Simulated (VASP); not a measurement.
# Mg3ScBr3: single point with PBE

Crystal: Mg3ScBr3.

```xyz
7
Lattice="5.9975 0.0000 0.0000 0.0000 5.9975 0.0000 0.0000 0.0000 5.9975" Properties=species:S:1:pos:R:3 pbc="T T T"
Mg    0.0000    2.9988    2.9988
Mg    2.9988    2.9988    0.0000
Mg    2.9988    0.0000    2.9988
Sc    2.9988    2.9988    2.9988
Br    0.0000    2.9988    0.0000
Br    2.9988    0.0000    0.0000
Br    0.0000    0.0000    2.9988
```

| Quantity | Value |
| --- | --- |
| Program | VASP 6.6.1 |
| Task | single point |
| Functional | PBE |
| Potentials or basis | VASP PAW PBE potentials, release 64 (Mg, Sc_sv, Br) |
| Cutoff | 520 eV |
| k mesh | 4 × 4 × 4 |
| Occupations | gaussian, width 0.1 eV |
| Spin | collinear spin, ferromagnetic start |
| Starting moments | [0.0, 0.0, 0.0, 1.0, 0.0, 0.0, 0.0] μB |
| Dipole correction | no |
| Further INCAR settings | ALGO = Normal; EDIFF = 1e-07; NBANDS = 32 |

The pressure is 0.2 GPa, the net moment is 1.25 μB per cell and the site moments are Mg +0.02; Sc +0.69; Br +0.02 μB. The valence electrons inside the program's atomic spheres are Mg 0.33; Sc 9.45; Br 4.83.

Levels at points of the mesh, in eV from the Fermi level:
Spin up:
| k point | band 15 | band 16 | band 17 | band 18 | band 19 | band 20 | band 21 | band 22 | band 23 | band 24 |
| --- | --- | --- | --- | --- | --- | --- | --- | --- | --- | --- |
| (0.00, 0.00, 0.00) | -2.70 | -2.70 | -2.70 | -1.47 | -1.47 | 0.62 | 0.62 | 0.62 | 1.64 | 1.64 |
| (0.50, 0.00, 0.00) | -2.83 | -2.83 | -1.57 | -1.54 | -0.47 | -0.28 | 0.67 | 1.00 | 1.00 | 1.05 |
| (0.50, 0.50, 0.00) | -3.06 | -2.50 | -1.49 | -0.26 | -0.07 | -0.07 | 0.01 | 0.43 | 0.51 | 1.04 |
| (0.50, 0.50, 0.50) | -2.48 | -2.48 | -2.48 | -0.11 | -0.11 | 0.31 | 0.31 | 0.31 | 1.07 | 1.07 |
Spin down:
```tsv
k point	band 15	band 16	band 17	band 18	band 19	band 20	band 21	band 22
(0.00, 0.00, 0.00)	-2.69	-2.69	-2.69	-1.03	-1.03	0.88	0.88	0.88
(0.50, 0.00, 0.00)	-2.82	-2.82	-1.34	-1.29	0.11	0.48	0.93	1.32
(0.50, 0.50, 0.00)	-3.05	-2.49	-1.11	0.14	0.14	0.45	0.73	0.74
(0.50, 0.50, 0.50)	-2.47	-2.47	-2.10	0.53	0.53	0.53	0.73	0.73
```

It took 2.1 min on 1 thread of Intel(R) Xeon(R) 6975P-C (Granite Rapids), on a shared host, peak memory 0.47 GiB.
